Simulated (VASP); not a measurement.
# TiAl32 (a cell with a defect) in VASP: notebook, part 2 of 2

VASP 6.6.1.

## Step 3: Single point, r2SCAN

The input, POSCAR:

```
TiAl32
1.0
    8.1000000000      0.0000000000      0.0000000000
    0.0000000000      8.1000000000      0.0000000000
    0.0000000000      0.0000000000      8.1000000000
Al Ti
32 1
Direct
    0.5273129630     -0.0003040741     -0.0138823457
    0.7563922222      0.2547172840      0.0064424691
    0.7557190123     -0.0002034568      0.2484254321
   -0.0011896296     -0.0002035802      0.0063154321
    0.2516387654      0.2668040741     -0.0150312346
    0.5081297531      0.5002559259      0.0010354321
    0.7563119753      0.7451432099      0.0063683951
    0.2928702469      0.0012933333      0.1571129630
    0.5027383951      0.2521149383      0.2462792593
    0.7542138272      0.4999956790      0.2514530864
    0.5041218519      0.0000488889      0.4973662963
    0.7345634568      0.2680243210      0.5014045679
    0.7342614815     -0.0002925926      0.7802867901
    0.0018404938      0.4999844444      0.0036244444
    0.2516887654      0.7338995062     -0.0144412346
    0.0053374074      0.2596024691      0.2547109877
    0.2603688889      0.4995658025      0.2366733333
    0.5019355556      0.7484277778      0.2466080247
   -0.0985740741      0.0013271605      0.5437956790
    0.2579886420      0.2890891358      0.5069951852
    0.5061753086      0.4997444444      0.4975493827
    0.7351955556      0.7327548148      0.5014324691
    0.2480719753      0.0000675309      0.7554275309
    0.5025728395      0.2589069136      0.7527964198
    0.7514781481      0.5002735802      0.7579707407
    0.0046369136      0.7386529630      0.2539355556
   -0.0125909877      0.4995885185      0.5099581481
    0.2584365432      0.7085611111      0.5074156790
   -0.0029796296      0.2512791358      0.7516959259
    0.2476439506      0.4997291358      0.7562788889
    0.5024254321      0.7410506173      0.7526400000
   -0.0026396296      0.7493038272      0.7508613580
    0.1689504938     -0.0020339506      0.4234344444
```

The input, INCAR.step1:

```
ALGO = Normal
EDIFF = 1E-5
ENCUT = 440
GGA = PE
GGA_COMPAT = F
ISMEAR = 0
LASPH = T
LCHARG = F
LREAL = Auto
LWAVE = T
NBANDS = 76
NELM = 120
PREC = Accurate
SIGMA = 0.1
```

The input, INCAR.step2:

```
ALGO = Normal
EDIFF = 1E-6
ENCUT = 440
GGA_COMPAT = F
ISIF = 2
ISMEAR = 0
ISTART = 1
LASPH = T
LCHARG = T
LELF = T
LMIXTAU = T
LREAL = Auto
LVHAR = T
LWAVE = F
METAGGA = R2SCAN
NBANDS = 76
NELM = 120
PREC = Accurate
SIGMA = 0.1
```

The input, KPOINTS:

```
k-points
0
Gamma
  2 2 2
```

Potentials or basis: VASP PAW PBE potentials, release 64 (Al, Ti_sv).

Started as:

```bash
cat potpaw_PBE.64/Al/POTCAR potpaw_PBE.64/Ti_sv/POTCAR > POTCAR
cp INCAR.step1 INCAR
mpirun -np 1 vasp_std > vasp.out
cp INCAR.step2 INCAR
mpirun -np 1 vasp_std > vasp.out
```

It took 37 min on 1 thread of Intel Xeon 8259CL, shared host; peak memory 0.55 GiB.

It converged, with:

| Item | Value |
| --- | --- |
| Free energy | -225.2525 eV |
| Pressure | 2.2 GPa |
| Largest force | 0.440 eV/Å |
| Band gap on the k mesh | zero (bands 54 and 55 overlap by 0.83 eV) |

Forces on the atoms (eV/Å):
```
Al   0.010 -0.001  0.099
Al   0.025  0.002  0.025
Al  -0.051 -0.001 -0.113
Al  -0.104 -0.001 -0.047
Al  -0.025  0.054 -0.024
Al   0.020  0.000  0.037
Al   0.026 -0.004  0.026
Al  -0.250  0.004 -0.162
Al  -0.099 -0.056 -0.034
Al   0.038  0.003 -0.042
Al   0.141  0.003  0.079
Al  -0.023  0.067 -0.029
Al   0.108 -0.001  0.028
Al  -0.042  0.003  0.036
Al  -0.024 -0.054 -0.026
Al   0.032 -0.126  0.032
Al  -0.030 -0.001 -0.010
Al  -0.098  0.049 -0.029
Al  -0.203  0.006 -0.267
Al   0.049  0.115  0.041
Al   0.008 -0.001  0.013
Al  -0.026 -0.065 -0.026
Al   0.095  0.002  0.148
Al   0.032  0.028  0.035
Al   0.038  0.000  0.019
Al   0.032  0.128  0.031
Al  -0.010 -0.001 -0.029
Al   0.044 -0.118  0.036
Al  -0.027 -0.066 -0.108
Al   0.012 -0.001  0.014
Al   0.028 -0.028  0.031
Al  -0.022  0.061 -0.109
Ti   0.295 -0.003  0.326
```

Stress tensor (GPa, compression positive):
```
 2.63 -0.04 -3.30
-0.04  1.36 -0.04
-3.30 -0.04  2.55
```

Levels at points of the mesh, in eV from the Fermi level:
```
           k point  band 49  band 50  band 51  band 52  band 53  band 54  band 55  band 56  band 57  band 58
(0.00, 0.00, 0.00)    -0.36    -0.28    -0.18    -0.18     0.13     0.14     0.27     0.31     0.48     0.51
(0.50, 0.00, 0.00)    -0.72    -0.56    -0.46    -0.43    -0.18    -0.15     0.00     0.06     0.22     0.53
(0.00, 0.50, 0.00)    -0.57    -0.53    -0.42    -0.37    -0.36    -0.29    -0.16    -0.14     0.52     0.64
(0.00, 0.00, 0.50)    -0.72    -0.55    -0.46    -0.41    -0.19    -0.14    -0.02     0.07     0.22     0.54
(0.50, 0.50, 0.00)    -0.84    -0.50    -0.29    -0.26     0.14     0.25     0.54     0.62     0.82     1.06
(0.00, 0.50, 0.50)    -0.84    -0.52    -0.29    -0.23     0.15     0.25     0.55     0.61     0.82     1.06
(0.50, 0.00, 0.50)    -0.87    -0.29    -0.22    -0.17     0.23     0.28     0.50     0.53     1.10     1.12
(0.50, 0.50, 0.50)    -0.79    -0.73    -0.67    -0.65    -0.65    -0.59    -0.55    -0.41    -0.27    -0.08
```

Caveat: the k points lie up to 0.39 Å⁻¹ apart, too coarse for converged energies and pressures of a metal; the PAW data sets were made with another functional, which shifts forces and pressure a little.

## Step 4: Single point, r2SCAN

The input, POSCAR:

```
TiAl32
1.0
    8.1000000000      0.0000000000      0.0000000000
    0.0000000000      8.1000000000      0.0000000000
    0.0000000000      0.0000000000      8.1000000000
Al Ti
32 1
Direct
    0.5242706173     -0.0001709877     -0.0066061728
    0.7562040741      0.2565923457      0.0059622222
    0.7447062963     -0.0001812346      0.2337874074
   -0.0154562963     -0.0001780247     -0.0045987654
    0.2503435802      0.2714106173     -0.0095540741
    0.5107241975      0.5002009877      0.0050335802
    0.7560498765      0.7433448148      0.0058176543
    0.2620565432      0.0003772840      0.1584982716
    0.4911356790      0.2434486420      0.2517300000
    0.7546469136      0.5000017284      0.2474358025
    0.5315469136      0.0003529630      0.5086128395
    0.7397706173      0.2722553086      0.5004472840
    0.7421407407     -0.0001611111      0.7757943210
   -0.0023151852      0.5000017284      0.0042561728
    0.2503524691      0.7287611111     -0.0094383951
    0.0110764198      0.2396858025      0.2613290123
    0.2538343210      0.4995611111      0.2335650617
    0.4904695062      0.7567708642      0.2522700000
   -0.0956844444      0.0003775309      0.5120858025
    0.2579514815      0.3065138272      0.5072902469
    0.5163566667      0.4998108642      0.4982112346
    0.7399013580      0.7279281481      0.5004366667
    0.2593080247      0.0003572840      0.7834680247
    0.5034746914      0.2577032099      0.7538701235
    0.7554958025      0.5002029630      0.7605879012
    0.0108490123      0.7594285185      0.2610596296
   -0.0160170370      0.4995658025      0.5038304938
    0.2576256790      0.6914981481      0.5069777778
    0.0024876543      0.2421330864      0.7401695062
    0.2480883951      0.4998003704      0.7665991358
    0.5028838272      0.7425253086      0.7532711111
    0.0030133333      0.7580802469      0.7395212346
    0.2088846914     -0.0012056790      0.4627312346
```

The input, INCAR.step1:

```
SYSTEM = TiAl32
PREC = Accurate ; ENCUT = 440
ISMEAR = 0 ; SIGMA = 0.1
LREAL = Auto ; LASPH = .True.
NELM = 120 ; NBANDS = 76
GGA = PE ; ALGO = Normal
EDIFF = 1E-5 ; LWAVE = .True.
LCHARG = .False. ; GGA_COMPAT = .False.
```

The input, INCAR.step2:

```
SYSTEM = TiAl32
PREC = Accurate ; ENCUT = 440
EDIFF = 1E-6 ; ISMEAR = 0
SIGMA = 0.1 ; LREAL = Auto
LASPH = .True. ; NELM = 120
ALGO = Normal ; ISIF = 2
LWAVE = .False. ; LCHARG = .False.
METAGGA = R2SCAN ; LMIXTAU = .True.
NBANDS = 76 ; ISTART = 1
GGA_COMPAT = .False.
```

The input, KPOINTS:

```
Automatic mesh
0
Gamma
  2 2 2
  0 0 0
```

Started as:

```bash
cat potpaw_PBE.64/Al/POTCAR potpaw_PBE.64/Ti_sv/POTCAR > POTCAR
cp INCAR.step1 INCAR
mpirun -np 1 vasp_std > vasp.out
cp INCAR.step2 INCAR
mpirun -np 1 vasp_std > vasp.out
```

Wall time 38 min (1 thread of Intel Xeon 8259CL, shared host); peak memory 0.55 GiB.

The run converged. Its results:

| Property | Result |
| --- | --- |
| Free energy | -225.9656 eV |
| Pressure | 2.2 GPa |
| Largest force | 0.349 eV/Å |
| Band gap on the k mesh | zero (bands 54 and 55 overlap by 0.90 eV) |

Forces in eV/Å, atoms in the order of the input:
```
Al  -0.033  0.001  0.032
Al  -0.003  0.007 -0.005
Al  -0.068  0.000 -0.100
Al  -0.096  0.001 -0.069
Al  -0.016  0.033  0.027
Al   0.012  0.000  0.010
Al  -0.003 -0.007 -0.005
Al  -0.210 -0.005  0.009
Al  -0.081 -0.052  0.024
Al  -0.003  0.000 -0.041
Al   0.179  0.001  0.061
Al   0.028  0.035 -0.017
Al   0.038  0.001 -0.038
Al  -0.044  0.001 -0.001
Al  -0.017 -0.036  0.025
Al   0.015 -0.136  0.020
Al  -0.047 -0.001 -0.012
Al  -0.079  0.051  0.030
Al   0.004 -0.005 -0.216
Al  -0.005  0.116 -0.007
Al   0.029 -0.001  0.003
Al   0.026 -0.039 -0.018
Al   0.063  0.000  0.185
Al  -0.002  0.012  0.002
Al   0.011  0.000  0.010
Al   0.020  0.143  0.024
Al  -0.012 -0.001 -0.045
Al  -0.008 -0.113 -0.010
Al   0.029 -0.058 -0.080
Al   0.003  0.000  0.033
Al  -0.007 -0.009 -0.003
Al   0.031  0.055 -0.076
Ti   0.247  0.007  0.246
```

Stress tensor (GPa, compression positive):
```
 2.57 -0.01 -0.44
-0.01  1.52 -0.01
-0.44 -0.01  2.49
```

Levels at points of the mesh, in eV from the Fermi level:
| k point | band 49 | band 50 | band 51 | band 52 | band 53 | band 54 | band 55 | band 56 | band 57 | band 58 |
| --- | --- | --- | --- | --- | --- | --- | --- | --- | --- | --- |
| (0.00, 0.00, 0.00) | -0.41 | -0.28 | -0.22 | -0.13 | -0.07 | 0.37 | 0.40 | 0.47 | 0.62 | 0.72 |
| (0.50, 0.00, 0.00) | -0.59 | -0.58 | -0.57 | -0.41 | -0.22 | -0.04 | 0.01 | 0.12 | 0.15 | 0.36 |
| (0.00, 0.50, 0.00) | -0.59 | -0.55 | -0.54 | -0.35 | -0.24 | -0.13 | -0.06 | -0.05 | 0.40 | 0.43 |
| (0.00, 0.00, 0.50) | -0.59 | -0.58 | -0.57 | -0.39 | -0.22 | -0.06 | 0.00 | 0.12 | 0.15 | 0.39 |
| (0.50, 0.50, 0.00) | -0.87 | -0.31 | -0.28 | -0.26 | 0.13 | 0.31 | 0.56 | 0.59 | 0.85 | 0.93 |
| (0.00, 0.50, 0.50) | -0.87 | -0.32 | -0.30 | -0.26 | 0.13 | 0.32 | 0.56 | 0.59 | 0.86 | 0.93 |
| (0.50, 0.00, 0.50) | -0.88 | -0.26 | -0.20 | -0.20 | 0.17 | 0.28 | 0.50 | 0.61 | 0.87 | 0.91 |
| (0.50, 0.50, 0.50) | -0.79 | -0.78 | -0.66 | -0.66 | -0.63 | -0.57 | -0.53 | -0.50 | -0.31 | -0.23 |

Caveat: the k points lie up to 0.39 Å⁻¹ apart, too coarse for converged energies and pressures of a metal; the PAW data sets were made with another functional, which shifts forces and pressure a little.

## Step 5: Overview

```tsv
cell	gap on the mesh (eV)	pressure (GPa)	largest force (eV/Å)
as given, atomic positions A	none	2.2	0.45
as given, atomic positions B	none	2.2	0.44
as given, atomic positions C	none	2.2	0.35
```

Alike in all rows: task single point; level r2SCAN; potentials or basis VASP PAW PBE potentials, release 64 (Al, Ti_sv); no spin polarisation; k mesh 2 × 2 × 2; cutoff (eV) 440; smearing gaussian 0.1 eV.

Caveats: all runs use coarse meshes; the PAW data sets were made with another functional, which shifts forces and pressure a little.

Absolute energies hang on the potentials; compare differences alone.
